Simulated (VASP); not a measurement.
**NaCl: single point with PBEsol**

Crystal: NaCl.

```xyz
2
Lattice="3.2220 0.0000 0.0000 0.0000 3.2220 0.0000 0.0000 0.0000 3.2220" Properties=species:S:1:pos:R:3 pbc="T T T"
Na    0.0000    0.0000    0.0000
Cl    1.6110    1.6110    1.6110
```

This cell differs from its parent crystal: strain -0.080 along x and y, -0.080 along z.

```yaml
Program: VASP 6.6.1
Task: single point
Functional: PBEsol
Potentials_or_basis: VASP PAW PBE potentials, release 64 (Na_pv, Cl)
Cutoff: 520 eV
k_mesh: 6 × 6 × 6
Occupations: gaussian, width 0.05 eV
Spin: no spin polarisation
Dipole_correction: no
Further_INCAR_settings: ALGO = Normal; EDIFF = 1e-06; NBANDS = 14
```

```
Pressure               : 9.4 GPa
Band gap on the k mesh : 4.82 eV (least direct gap 5.20 eV)
```

Levels at points of the mesh, in eV from the valence-band top:
```csv
k point,band 3,band 4,band 5,band 6,band 7,band 8,band 9,band 10,band 11,band 12
"(0.00, 0.00, 0.00)",-21.82,-14.46,-0.75,-0.75,-0.75,4.82,7.96,7.96,16.77,16.77
"(0.50, 0.00, 0.00)",-21.81,-13.75,-4.32,-0.41,-0.41,7.58,10.15,10.32,12.28,12.28
"(0.50, 0.50, 0.00)",-21.80,-13.29,-3.34,-3.34,0.00,5.20,10.19,12.60,12.60,12.81
"(0.50, 0.50, 0.50)",-21.89,-12.77,-2.81,-2.81,-2.81,6.83,6.83,6.83,13.67,18.35
```

Wall time 8.4 s on 1 thread of Intel Xeon 8259CL, with other jobs on the host, peak memory 0.13 GiB.

Caveat: the cell differs from its parent crystal (strain -0.080 along x and y, -0.080 along z); the cell stands under pressure; the PAW data sets were made with another functional, which shifts forces and pressure a little. A k mesh can miss the band edges.
